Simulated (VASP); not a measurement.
# AlN (P6_3/mmc) in VASP: further runs, part 2 of 2

VASP 6.6.1.

**4. Single point, PBEsol**

This run uses another cell than the first one, of 10.09 Å³/atom, 0.981 times its volume.

The input, INCAR:

```
ALGO = Normal
EDIFF = 1E-6
ENCUT = 520
GGA = PS
ISIF = 2
ISMEAR = 0
LASPH = True
LCHARG = False
LREAL = False
LWAVE = False
NBANDS = 16
NELM = 60
PREC = Accurate
SIGMA = 0.05
```

The input, KPOINTS:

```
k-points
0
Gamma
  9 9 6
```

The input, POSCAR:

```
AlN
1.0
    3.3214000000      0.0000000000      0.0000000000
   -1.6607000000      2.8764167761      0.0000000000
    0.0000000000      0.0000000000      4.2240000000
Al N
2 2
Direct
    0.3333333333      0.6666666667      0.7500000000
    0.6666666667      0.3333333333      0.2500000000
    0.3333333333      0.6666666667      0.2500000000
    0.6666666667      0.3333333333      0.7500000000
```

Potentials or basis: VASP PAW PBE potentials, release 64 (Al, N).

Run with:

```
cat potpaw_PBE.64/Al/POTCAR potpaw_PBE.64/N/POTCAR > POTCAR
mpirun -np 1 vasp_std > vasp.out
```

OUTCAR:

```text
EDIFF = 1E-6
   ENCUT = 520
   GGA = PS
   ISIF = 2
   ISMEAR = 0
   LASPH = True
   LREAL = False
   NELM = 60
   PREC = Accurate

 ion  position               nearest neighbor table
   1  0.333  0.667  0.750-   4 1.92   4 1.92   4 1.92   3 2.11   3 2.11   2 2.85   2 2.85   2 2.85
                             2 2.85   2 2.85   2 2.85
   2  0.667  0.333  0.250-   3 1.92   3 1.92   3 1.92   4 2.11   4 2.11   1 2.85   1 2.85   1 2.85
                             1 2.85   1 2.85   1 2.85
   3  0.333  0.667  0.250-   2 1.92   2 1.92   2 1.92   1 2.11   1 2.11
   4  0.667  0.333  0.750-   1 1.92   1 1.92   1 1.92   2 2.11   2 2.11

  LATTYP: Found a hexagonal cell.
 ALAT       =     3.3214000000
 C/A-ratio  =     1.2717528753

  Lattice vectors:

 A1 = (   3.3214000000,   0.0000000000,   0.0000000000)
 A2 = (  -1.6607000000,   2.8764167761,   0.0000000000)
 A3 = (   0.0000000000,   0.0000000000,   4.2240000000)

Analysis of symmetry for initial positions (statically):
=====================================================================
 Subroutine PRICEL returns:
 Original cell was already a primitive cell.

 Routine SETGRP: Setting up the symmetry group for a
 hexagonal supercell.

 Subroutine GETGRP returns: Found 24 space group operations
 (whereof 12 operations were pure point group operations)
 out of a pool of 24 trial point group operations.

The static configuration has the point symmetry D_3d.
 The point group associated with its full space group is D_6h.

Analysis of symmetry for dynamics (positions and initial velocities):
=====================================================================
 Subroutine PRICEL returns:
 Original cell was already a primitive cell.

 Routine SETGRP: Setting up the symmetry group for a
 hexagonal supercell.

 Subroutine GETGRP returns: Found 24 space group operations
 (whereof 12 operations were pure point group operations)
[... 127 lines left out ...]
     AMIX_MAG =   1.60;   BMIX_MAG =  1.00
  volume/ion in A,a.u.               =      10.09        68.08
  Fermi-wavevector in a.u.,A,eV,Ry     =   1.202678  2.272731 19.679918  1.446433
  Thomas-Fermi vector in A             =   2.338452
   LORBIT       =      0    0 simple, 1 ext, 2 COOP (PROOUT), +10 PAW based schemes
   GGA     = PS    functional components
   LHFCALC =     F    Hartree Fock is set to
   AEXX    =    0.0000 exact exchange contribution
   IVDW    =     0    specifies the selected vdW correction
   LEPSILON=     F    determine dielectric tensor
   LRPA    =     F    only Hartree local field effects (RPA)
 non-spin polarized calculation
 Gauss-broadening in eV      SIGMA  =   0.05
  energy-cutoff  :      520.00
  volume of cell :       40.35
 maximum number of plane-waves:      1108
 NGX is ok and might be reduce to    28
   NGX = 13   NGY = 13   NGZ = 15

 number of electron      15.9999999 magnetization

 Free energy of the ion-electron system (eV)
  ---------------------------------------------------
  ext. energy  EPLUGINS =         0.00000000
  ---------------------------------------------------
  free energy    TOTEN  =       -30.91965964 eV

  energy without entropy =      -30.91965964  energy(sigma->0) =      -30.91965964

 E-fermi :   7.9990     XC(G=0): -11.2905

 val. band max:        7.7233802919   @ k =   0.0000   0.0000   0.0000
 cond. band min:      10.7892006263   @ k =   0.0000   0.0000   0.0000
 fundamental gap:      3.0658203344
 Fermi energy:         7.9990419336

 k-point     1 :       0.0000    0.0000    0.0000
  band No.  band energies     occupation
      1      -8.9509      2.00000
      2      -5.3794      2.00000
      3       0.8565      2.00000
      4       4.4766      2.00000
      5       4.4766      2.00000
      6       6.1006      2.00000
[... 433 lines left out ...]
      3       1.2148      2.00000
      4       2.1612      2.00000
      5       2.1612      2.00000
      6       4.6559      2.00000
[... 8 lines left out ...]
     15      18.7093      0.00000
     16      20.4653      0.00000

 [... further k-points ...]

------------------------ aborting loop because EDIFF is reached ----------------------------------------

  FORCE on cell =-STRESS in cart. coord.  units (eV):
  Direction    XX          YY          ZZ          XY          YZ          ZX
  --------------------------------------------------------------------------------------
  -------------------------------------------------------------------------------------
  Total       -1.4447391     -1.4447391     -1.7577507      0.0000000      0.0000000      0.0000000
  in kB      -57.3592042    -57.3592042    -69.7864279      0.0000000      0.0000000      0.0000000
  external PRESSURE =     -61.5016121 kB  Pullay stress =       0.0000000 kB

 VOLUME and BASIS-vectors are now :
 -----------------------------------------------------------------------------
  energy-cutoff  :      520.00
  volume of cell :       40.35
      direct lattice vectors                 reciprocal lattice vectors
     3.321400000  0.000000000  0.000000000     0.301077859  0.173827383  0.000000000
    -1.660700000  2.876416776  0.000000000     0.000000000  0.347654766  0.000000000
     0.000000000  0.000000000  4.224000000     0.000000000  0.000000000  0.236742424

 POSITION                                       TOTAL-FORCE (eV/Angst)
 -----------------------------------------------------------------------------------
     -0.00000      1.91761      3.16800        -0.000000      0.000000      0.000000
      1.66070      0.95881      1.05600         0.000000     -0.000000      0.000000
     -0.00000      1.91761      1.05600        -0.000000     -0.000000      0.000000
      1.66070      0.95881      3.16800        -0.000000      0.000000      0.000000
 -----------------------------------------------------------------------------------
    total drift:                               -0.000000      0.000000      0.000000

  FREE ENERGIE OF THE ION-ELECTRON SYSTEM (eV)
  ---------------------------------------------------
  free  energy   TOTEN  =       -30.9196596441 eV

  energy  without entropy=      -30.9196596441  energy(sigma->0) =      -30.91965964
```

stdout:

```text
POSCAR found type information on POSCAR AlN
 POSCAR found :  2 types and       4 ions
 scaLAPACK will be used
 -----------------------------------------------------------------------------
|                                                                             |
|                                                                             |
|     You enforced a specific xc type in the INCAR file but a different       |
|     I HOPE YOU KNOW WHAT YOU ARE DOING!                                     |
|                                                                             |
 -----------------------------------------------------------------------------

 LDA part: xc-table for (Slater+PW92), standard interpolation
 POSCAR, INCAR and KPOINTS ok, starting setup
 FFT: planning ... GRIDC
 FFT: planning ... GRID_SOFT
 FFT: planning ... GRID
 WAVECAR not read
 entering main loop
```

Run time: 63 s. Hardware: 1 thread of AMD EPYC 7R13 (Zen 3), shared host; peak memory 0.14 GiB.

Results:

```
Free energy            : -30.9197 eV
Pressure               : -6.2 GPa
Band gap on the k mesh : 3.07 eV, direct
```

Levels at points of the mesh, in eV from the valence-band top:
```tsv
k point	band 5	band 6	band 7	band 8	band 9	band 10	band 11	band 12
(0.00, 0.00, 0.00)	-3.25	-1.62	-1.62	0.00	3.07	4.23	8.07	8.07
(0.00, 0.00, 0.50)	-2.47	-2.47	-2.47	-2.47	5.46	5.46	8.27	8.27
```

Caveat: the PAW data sets were made with another functional, which shifts forces and pressure a little. PBEsol gaps usually lie below the measured ones, often by a third to a half.

**5. Single point, PBEsol**

This run uses another cell than the first one, of 10.26 Å³/atom, 0.998 times its volume.

The input, INCAR:

```
PREC = Accurate ; ENCUT = 520
EDIFF = 1E-7 ; ISMEAR = 0
SIGMA = 0.05 ; LREAL = F
LASPH = T ; NELM = 60
ALGO = Normal ; ISIF = 2
LWAVE = F ; LCHARG = T
GGA = PS ; LELF = T
LVHAR = T ; NBANDS = 16
```

The input, KPOINTS:

```
Automatic mesh
0
Gamma
  9 9 6
```

The input, POSCAR:

```
AlN
1.0
    3.3015780391      0.0000000000      0.0000000000
   -1.6507890196      2.8592504545      0.0000000000
    0.0000000000      0.0000000000      4.3483000000
Al N
2 2
Direct
    0.3333333333      0.6666666667      0.7500000000
    0.6666666667      0.3333333333      0.2500000000
    0.3333333333      0.6666666667      0.2500000000
    0.6666666667      0.3333333333      0.7500000000
```

Run with:

```
cat potpaw_PBE.64/Al/POTCAR potpaw_PBE.64/N/POTCAR > POTCAR
mpirun -np 1 vasp_std > vasp.out
```

It took 87 s on 1 thread of AMD EPYC 7R13 (Zen 3), shared host; peak memory 0.14 GiB.

The run converged. Its results:

```
Free energy            : -30.8692 eV
Pressure               : -7.9 GPa
Band gap on the k mesh : 2.85 eV, direct
```

Stress tensor (GPa, compression positive):
```
 -6.10   0.00   0.00
  0.00  -6.10   0.00
  0.00   0.00 -11.44
```

Levels at points of the mesh, in eV from the valence-band top:
```tsv
k point	band 4	band 5	band 6	band 7	band 8	band 9	band 10	band 11	band 12	band 13
(0.00, 0.00, 0.00)	-3.21	-3.21	-1.78	-1.78	0.00	2.85	4.15	8.08	8.08	10.77
(0.00, 0.00, 0.50)	-3.82	-2.53	-2.53	-2.53	-2.53	5.27	5.27	8.33	8.33	8.33
```

Caveat: the PAW data sets were made with another functional, which shifts forces and pressure a little. A hybrid or GW would open this gap; PBEsol tends to underestimate it.

**6. Single point, PBEsol**

This run uses another cell than the first one, of 10.16 Å³/atom, 0.988 times its volume.

The input, INCAR:

```
SYSTEM = AlN
  PREC = Accurate
  ENCUT = 520
  EDIFF = 1E-6
  ISMEAR = 0
  SIGMA = 0.05
  LREAL = .FALSE.
  LASPH = .TRUE.
  NELM = 100
  ALGO = Normal
  ISIF = 2
  LWAVE = .FALSE.
  LCHARG = .FALSE.
  GGA = PS
  NBANDS = 16
```

The input, KPOINTS:

```
Automatic mesh
0
G
  9 9 6
  0 0 0
```

The input, POSCAR:

```
AlN
1.0
    3.4006000000      0.0000000000      0.0000000000
   -1.7003000000      2.9450059881      0.0000000000
    0.0000000000      0.0000000000      4.0584000000
Al N
2 2
Direct
    0.3333333333      0.6666666667      0.7500000000
    0.6666666667      0.3333333333      0.2500000000
    0.3333333333      0.6666666667      0.2500000000
    0.6666666667      0.3333333333      0.7500000000
```

Potentials or basis: VASP PAW PBE potentials, release 64 (Al, N).

Run with:

```
cat potpaw_PBE.64/Al/POTCAR potpaw_PBE.64/N/POTCAR > POTCAR
mpirun -np 1 vasp_std > vasp.out
```

It used 36 s of CPU time on 1 thread of AMD EPYC 7R13 Processor (Zen 3), on a shared host.

It converged, with:

* Free energy: -30.8620 eV
* Pressure: -8.1 GPa
* Band gap on the k mesh: 3.21 eV, direct

Stress tensor (GPa, compression positive):
```
-11.29   0.00   0.00
  0.00 -11.29   0.00
  0.00   0.00  -1.61
```

Levels at points of the mesh, in eV from the valence-band top:
| k point | band 6 | band 7 | band 8 | band 9 | band 10 | band 11 |
| --- | --- | --- | --- | --- | --- | --- |
| (0.00, 0.00, 0.00) | -1.21 | -1.21 | 0.00 | 3.21 | 4.24 | 7.99 |
| (0.00, 0.00, 0.50) | -2.22 | -2.22 | -2.22 | 5.66 | 5.66 | 8.09 |

Caveat: the PAW data sets were made with another functional, which shifts forces and pressure a little.

**7. Summary**

| cell | gap on the mesh (eV) | pressure (GPa) |
| --- | --- | --- |
| a = 3.321, b = 3.321, c = 4.307 Å, angles 90.0, 90.0, 120.0°, 4 atoms | 2.87 | -9.0 |
| a = 3.302, b = 3.302, c = 4.266 Å, angles 90.0, 90.0, 120.0°, 4 atoms | 3.04 | -5.1 |
| a = 3.321, b = 3.321, c = 4.224 Å, angles 90.0, 90.0, 120.0°, 4 atoms | 3.07 | -6.2 |
| a = 3.302, b = 3.302, c = 4.348 Å, angles 90.0, 90.0, 120.0°, 4 atoms | 2.85 | -7.9 |
| a = 3.401, b = 3.401, c = 4.058 Å, angles 90.0, 90.0, 120.0°, 4 atoms | 3.21 | -8.1 |

Alike in all rows: task single point; level PBEsol; potentials or basis VASP PAW PBE potentials, release 64 (Al, N); no spin polarisation; k mesh 9 × 9 × 6; cutoff (eV) 520; smearing gaussian 0.05 eV.

Caveats: the PAW data sets were made with another functional, which shifts forces and pressure a little.

Absolute energies hang on the potentials; compare differences alone.
